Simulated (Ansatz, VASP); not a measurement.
Sn: VASP beside Ansatz

```
Sn
1.0
     0.00000    3.28540    3.28540
     3.28540    0.00000    3.28540
     3.28540    3.28540    0.00000
Sn
2
Direct
  0.50000 0.50000 0.50000
  0.75000 0.75000 0.75000
```

Alike in both runs: functional r2SCAN; k mesh 14 × 14 × 14; occupations fermi-dirac, width 0.15 eV; no spin polarisation.

Ansatz relaxed the structure, and its values are those at the end. VASP's run is a single point on that final structure, the one shown.

```csv
,VASP,Ansatz
version,VASP 6.6.1,Ansatz 0.2.0
potentials or method,"VASP PAW PBE potentials, release 64 (Sn_d), cutoff 520 eV","scalar-relativistic, plane waves, PAW"
valence electrons in the cell,28,28
```

VASP gave:

```
gap on the k mesh at the Fermi level (eV) : none
pressure (GPa)                            : -0.1
```

Q: Estimate Ansatz's values.

A: gap on the k mesh at the Fermi level (eV): none; pressure (GPa): 0.0.

VASP's potentials were made for PBE, not for r2SCAN. A gap of «none» marks a metal or a gap that the smearing closes. The functional is the same, so the differences come from potentials, cutoffs and numerics.
